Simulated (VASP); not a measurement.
# Mg2Ge3N (P-4m2) in VASP: notebook

The runs below take Mg2Ge3N through single point, relaxation of cell and atoms, with PBE.

Everything below comes from runs of VASP 6.6.1. Logs are shortened: lines on timing, memory, paths and dates and some standing lists are left out, and cuts for length are marked.

## Step 1: The cell of the first run

The structure is tetragonal, space group P-4m2 (No. 115). Conventional cell: a = 3.574 Å, b = 3.574 Å, c = 7.888 Å, α = 90.00°, β = 90.00°, γ = 90.00°. Mg (site symmetry 2mm) has 7 Ge at 2.70 to 2.78 Å and 2 N at 2.74 Å and 4 Mg at 3.57 Å within 3.6 Å. Ge (site symmetry -4m2) has 4 N at 2.53 Å and 4 Mg at 2.74 Å within 3.3 Å. Within 3.6 Å of Ge (site symmetry 2mm) lie 5 Mg at 2.70 to 2.78 Å and 10 Ge at 3.12 to 3.57 Å and 2 N at 3.51 Å. Within 3.3 Å of N (site symmetry -4m2) lie 4 Ge at 2.53 Å and 4 Mg at 2.74 Å.

The cell was generated, and may not be a known phase.

## Step 2: Single point, PBE

Input file INCAR:

```
PREC     = Accurate       # precision mode
ENCUT    = 520            # plane-wave cutoff, eV
EDIFF    = 1E-6           # SCF threshold, eV
ISMEAR   = 0              # smearing method
SIGMA    = 0.1            # smearing width, eV
LREAL    = F              # projectors in reciprocal space
LASPH    = T              # aspherical terms in the spheres
NELM     = 80             # most SCF steps
ALGO     = Normal         # electronic algorithm
ISIF     = 2              # what is computed and relaxed
LWAVE    = F              # write WAVECAR
LCHARG   = T              # write CHGCAR
GGA      = PE             # functional
LELF     = T              # ELF
LVHAR    = T            
NBANDS   = 34             # bands
```

Input file KPOINTS:

```
regular mesh
0
Gamma
  6 6 2
```

Input file POSCAR:

```
Mg2Ge3N
1.0
    3.5738895200      0.0000000000      0.0000000000
    0.0000000000      3.5738895200      0.0000000000
    0.0000000000      0.0000000000      7.8881520400
Mg Ge N
2 3 1
Direct
    0.0000000000      0.5000000000      0.7365000200
    0.5000000000      0.0000000000      0.2634999800
    0.5000000000      0.5000000000      0.0000000000
    0.0000000000      0.5000000000      0.3835000100
    0.5000000000      0.0000000000      0.6164999900
    0.0000000000      0.0000000000      0.0000000000
```

Potentials or basis: VASP PAW PBE potentials, release 64 (Mg, Ge_d, N).

On the command line:

```sh
$ cat potpaw_PBE.64/Mg/POTCAR potpaw_PBE.64/Ge_d/POTCAR potpaw_PBE.64/N/POTCAR > POTCAR
$ mpirun -np 1 vasp_std > vasp.out
```

OUTCAR:

```text
PREC = Accurate
   ENCUT = 520
   EDIFF = 1E-6
   ISMEAR = 0
   LREAL = F
   LASPH = T
   NELM = 80
   ISIF = 2
   GGA = PE

 ion  position               nearest neighbor table
   1  0.000  0.500  0.737-   5 2.70   5 2.70   5 2.70   5 2.70   3 2.74   3 2.74   4 2.78
   2  0.500  0.000  0.263-   4 2.70   4 2.70   4 2.70   4 2.70   3 2.74   3 2.74   5 2.78
   3  0.500  0.500  0.000-   1 2.74   2 2.74   2 2.74   1 2.74
   4  0.000  0.500  0.384-   2 2.70   2 2.70   2 2.70   2 2.70   1 2.78
   5  0.500  0.000  0.616-   1 2.70   1 2.70   1 2.70   1 2.70   2 2.78
   6  0.000  0.000  0.000-

  LATTYP: Found a simple tetragonal cell.
 ALAT       =     3.5738895200
 C/A-ratio  =     2.2071616920

  Lattice vectors:

 A1 = (   3.5738895200,   0.0000000000,   0.0000000000)
 A2 = (   0.0000000000,   3.5738895200,   0.0000000000)
 A3 = (   0.0000000000,   0.0000000000,   7.8881520400)

Analysis of symmetry for initial positions (statically):
=====================================================================
 Subroutine PRICEL returns:
 Original cell was already a primitive cell.

 Routine SETGRP: Setting up the symmetry group for a
 simple tetragonal supercell.

 Subroutine GETGRP returns: Found  8 space group operations
 (whereof  8 operations were pure point group operations)
 out of a pool of 16 trial point group operations.

The static configuration has the point symmetry D_2d.

Analysis of symmetry for dynamics (positions and initial velocities):
=====================================================================
 Subroutine PRICEL returns:
 Original cell was already a primitive cell.

 Routine SETGRP: Setting up the symmetry group for a
 simple tetragonal supercell.

 Subroutine GETGRP returns: Found  8 space group operations
 (whereof  8 operations were pure point group operations)
 out of a pool of 16 trial point group operations.

The dynamic configuration has the point symmetry D_2d.

 Subroutine INISYM returns: Found  8 space group operations
 (whereof  8 operations are pure point group operations),
 and found     1 'primitive' translations

----------------------------------------------------------------------------------------

                                     Primitive cell

  volume of cell :     100.7529

  direct lattice vectors                    reciprocal lattice vectors
     3.573889520  0.000000000  0.000000000     0.279807194  0.000000000  0.000000000
     0.000000000  3.573889520  0.000000000     0.000000000  0.279807194  0.000000000
     0.000000000  0.000000000  7.888152040     0.000000000  0.000000000  0.126772404

  length of vectors
     3.573889520  3.573889520  7.888152040     0.279807194  0.279807194  0.126772404

  position of ions in fractional coordinates (direct lattice)
     0.000000000  0.500000000  0.736500020
     0.500000000  0.000000000  0.263499980
     0.500000000  0.500000000  0.000000000
     0.000000000  0.500000000  0.383500010
     0.500000000  0.000000000  0.616499990
     0.000000000  0.000000000  0.000000000

  ion indices of the primitive-cell ions
   primitive index   ion index
                 1           1
                 2           2
                 3           3
                 4           4
                 5           5
                 6           6

----------------------------------------------------------------------------------------

 KPOINTS: regular mesh

Automatic generation of k-mesh.
 Grid dimensions read from file:
 generate k-points for:    6    6    2

 Generating k-lattice:

  Cartesian coordinates                     Fractional coordinates (reciprocal lattice)
     0.046634532  0.000000000  0.000000000     0.166666667  0.000000000  0.000000000
     0.000000000  0.046634532  0.000000000     0.000000000  0.166666667  0.000000000
     0.000000000  0.000000000  0.063386202     0.000000000  0.000000000  0.500000000

  Length of vectors
     0.046634532  0.046634532  0.063386202

  Shift w.r.t. Gamma in fractional coordinates (k-lattice)
     0.000000000  0.000000000  0.000000000

 Subroutine IBZKPT returns following result:
 ===========================================

 Found     20 irreducible k-points:

 Following reciprocal coordinates:
            Coordinates               Weight
  0.000000  0.000000  0.000000      1.000000
  0.166667  0.000000  0.000000      4.000000
  0.333333  0.000000  0.000000      4.000000
  0.500000  0.000000  0.000000      2.000000
  0.166667  0.166667  0.000000      4.000000
  0.333333  0.166667  0.000000      8.000000
[... 12 lines left out ...]
  0.500000  0.333333  0.500000      4.000000
  0.500000  0.500000  0.500000      1.000000
   k-points           NKPTS =     20   k-points in BZ     NKDIM =     20   number of bands    NBANDS=     34
   number of dos      NEDOS =    301   number of ions     NIONS =      6
   total plane-waves  NPLWV =  47040
   dimension x,y,z NGX =    28 NGY =   28 NGZ =   60
   dimension x,y,z NGXF=    56 NGYF=   56 NGZF=  120
   ions per type =               2   3   1
   NGX,Y,Z   is equivalent  to a cutoff of  13.02, 13.02, 12.65 a.u.
   NGXF,Y,Z  is equivalent  to a cutoff of  26.05, 26.05, 25.29 a.u.
 SYSTEM =  unknown system
   PREC   = accura    normal or accurate (medium, high low for compatibility)
   ISTART =      0    job   : 0-new  1-cont  2-samecut
   ICHARG =      2    charge: 1-file 2-atom 10-const
   ISPIN  =      1    spin polarized calculation?
   LNONCOLLINEAR =      F non collinear calculations
   LSORBIT =      F    spin-orbit coupling
   LASPH  =      T    aspherical Exc in radial PAW
   ENCUT  =  520.0 eV  38.22 Ry    6.18 a.u.   6.65  6.65 14.67*2*pi/ulx,y,z
   NELM   =     80;   NELMIN=  2; NELMDL= -5     # of ELM steps
   EDIFF  = 0.1E-05   stopping-criterion for ELM
   LREAL  =      F    real-space projection
   EDIFFG = 0.1E-04   stopping-criterion for IOM
   NSW    =      0    number of steps for IOM
   IBRION =     -1    ionic relax: 0-MD 1-quasi-New 2-CG
   NFREE  =      0    steps in history (QN), initial steepest desc. (CG)
   ISIF   =      2    stress and relaxation
   ISYM   =      2    0-nonsym 1-usesym 2-fastsym
   POTIM  = 0.5000    time-step for ionic-motion
   TEBEG  =    0.0;   TEEND  =   0.0 temperature during run
   PSTRESS=    0.0 pullay stress
   NELECT =      51.0000    total number of electrons
   NUPDOWN=      -1.0000    fix difference up-down
   EMIN   =  10.00;   EMAX   =-10.00  energy-range for DOS
   EFERMI =   0.00;   METHOD = LEGACY
   ISMEAR =     0;   SIGMA  =   0.10  broadening in eV -4-tet -1-fermi 0-gaus
   EFERMI_NEDOS =   21; number of points for ismear=-14 and -15
   IALGO  =     38    algorithm
   IMIX   =      4    mixing-type and parameters
     AMIX     =   0.40;   BMIX     =  1.00
     AMIX_MAG =   1.60;   BMIX_MAG =  1.00
  volume/ion in A,a.u.               =      16.79       113.32
  Fermi-wavevector in a.u.,A,eV,Ry     =   1.304705  2.465535 23.160593  1.702256
  Thomas-Fermi vector in A             =   2.435623
   LORBIT       =      0    0 simple, 1 ext, 2 COOP (PROOUT), +10 PAW based schemes
   GGA     = PE    functional components
   LHFCALC =     F    Hartree Fock is set to
   AEXX    =    0.0000 exact exchange contribution
   IVDW    =     0    specifies the selected vdW correction
   LEPSILON=     F    determine dielectric tensor
   LRPA    =     F    only Hartree local field effects (RPA)
 non-spin polarized calculation
 Gauss-broadening in eV      SIGMA  =   0.10
  energy-cutoff  :      520.00
  volume of cell :      100.75
 maximum number of plane-waves:      2742
 NGX is ok and might be reduce to    28
   NGX = 13   NGY = 13   NGZ = 29

 number of electron      50.9999983 magnetization

 Free energy of the ion-electron system (eV)
  ---------------------------------------------------
  ext. energy  EPLUGINS =         0.00000000
  ---------------------------------------------------
  free energy    TOTEN  =       -21.94583050 eV

  energy without entropy =      -21.93123041  energy(sigma->0) =      -21.93853045

 E-fermi :   5.1102     XC(G=0): -10.5649

 val. band max:        5.0955470623   @ k =   0.0000   0.0000   0.0000
 cond. band min:       5.1199516105   @ k =   0.0000   0.0000   0.5000
 fundamental gap:      0.0244045482
 Fermi energy:         5.1102447912

 k-point     1 :       0.0000    0.0000    0.0000
  band No.  band energies     occupation
      1     -19.4322      2.00000
      2     -19.4285      2.00000
      3     -19.4229      2.00000
      4     -19.4163      2.00000
      5     -19.4163      2.00000
      6     -19.4023      2.00000
[... 26 lines left out ...]
     33      10.7218      0.00000
     34      10.9455      0.00000

 k-point     2 :       0.1667    0.0000    0.0000
  band No.  band energies     occupation
      1     -19.4338      2.00000
      2     -19.4260      2.00000
      3     -19.4211      2.00000
      4     -19.4189      2.00000
      5     -19.4139      2.00000
      6     -19.4023      2.00000
[... 26 lines left out ...]
     33      11.5131      0.00000
     34      11.6313      0.00000

 k-point     3 :       0.3333    0.0000    0.0000
  band No.  band energies     occupation
      1     -19.4362      2.00000
      2     -19.4292      2.00000
      3     -19.4229      2.00000
      4     -19.4090      2.00000
      5     -19.4073      2.00000
      6     -19.4050      2.00000
[... 26 lines left out ...]
     33      11.8538      0.00000
     34      12.3486      0.00000
[... 556 lines left out ...]
 k-point    19 :       0.5000    0.3333    0.5000
  band No.  band energies     occupation
      1     -19.4365      2.00000
      2     -19.4351      2.00000
      3     -19.4204      2.00000
      4     -19.4173      2.00000
      5     -19.4000      2.00000
      6     -19.3965      2.00000
[... 26 lines left out ...]
     33      10.5794      0.00000
     34      12.2156      0.00000

 k-point    20 :       0.5000    0.5000    0.5000
  band No.  band energies     occupation
      1     -19.4323      2.00000
      2     -19.4323      2.00000
      3     -19.4291      2.00000
      4     -19.4246      2.00000
      5     -19.3949      2.00000
      6     -19.3949      2.00000
[... 26 lines left out ...]
     33      10.7633      0.00000
     34      11.8240      0.00000

------------------------ aborting loop because EDIFF is reached ----------------------------------------

  FORCE on cell =-STRESS in cart. coord.  units (eV):
  Direction    XX          YY          ZZ          XY          YZ          ZX
  --------------------------------------------------------------------------------------
  -------------------------------------------------------------------------------------
  Total       -0.9779814     -0.9779814      2.4848058      0.0000000      0.0000000     -0.0000000
  in kB      -15.5519076    -15.5519076     39.5135021      0.0000000      0.0000000     -0.0000000
  external PRESSURE =       2.8032290 kB  Pullay stress =       0.0000000 kB

 VOLUME and BASIS-vectors are now :
 -----------------------------------------------------------------------------
  energy-cutoff  :      520.00
  volume of cell :      100.75
      direct lattice vectors                 reciprocal lattice vectors
     3.573889520  0.000000000  0.000000000     0.279807194  0.000000000  0.000000000
     0.000000000  3.573889520  0.000000000     0.000000000  0.279807194  0.000000000
     0.000000000  0.000000000  7.888152040     0.000000000  0.000000000  0.126772404

 POSITION                                       TOTAL-FORCE (eV/Angst)
 -----------------------------------------------------------------------------------
      0.00000      1.78694      5.80962         0.000000     -0.000000      1.384084
      1.78694      0.00000      2.07853         0.000000     -0.000000     -1.384084
      1.78694      1.78694      0.00000        -0.000000      0.000000      0.000000
      0.00000      1.78694      3.02511         0.000000     -0.000000      0.696999
      1.78694      0.00000      4.86305         0.000000     -0.000000     -0.696999
      0.00000      0.00000      0.00000         0.000000     -0.000000      0.000000
 -----------------------------------------------------------------------------------
    total drift:                                0.000000      0.000000      0.000000

  FREE ENERGIE OF THE ION-ELECTRON SYSTEM (eV)
  ---------------------------------------------------
  free  energy   TOTEN  =       -21.9458304958 eV

  energy  without entropy=      -21.9312304087  energy(sigma->0) =      -21.93853045
```

It took 90 s on 1 thread of Intel Xeon 8259CL, shared host; peak memory 0.23 GiB.

What came out:

* Free energy: -21.9458 eV
* Pressure: 0.3 GPa
* Largest force: 1.384 eV/Å
* Band gap on the k mesh: zero (an odd number of electrons rules out a gap without spin polarisation)

Forces in eV/Å, atoms in the order of the input:
```
Mg   0.000  0.000  1.384
Mg   0.000  0.000 -1.384
Ge   0.000  0.000  0.000
Ge   0.000  0.000  0.697
Ge   0.000  0.000 -0.697
N    0.000  0.000  0.000
```

Caveat: the k points lie up to 0.40 Å⁻¹ apart, too coarse for converged energies and pressures of a metal; forces of over 1 eV/Å act on the atoms, so gaps and moduli don't describe the material at rest.

(Part 1 of 2 ends here.)

The gap in the log of VASP goes by the Fermi energy; the results here count the filled bands.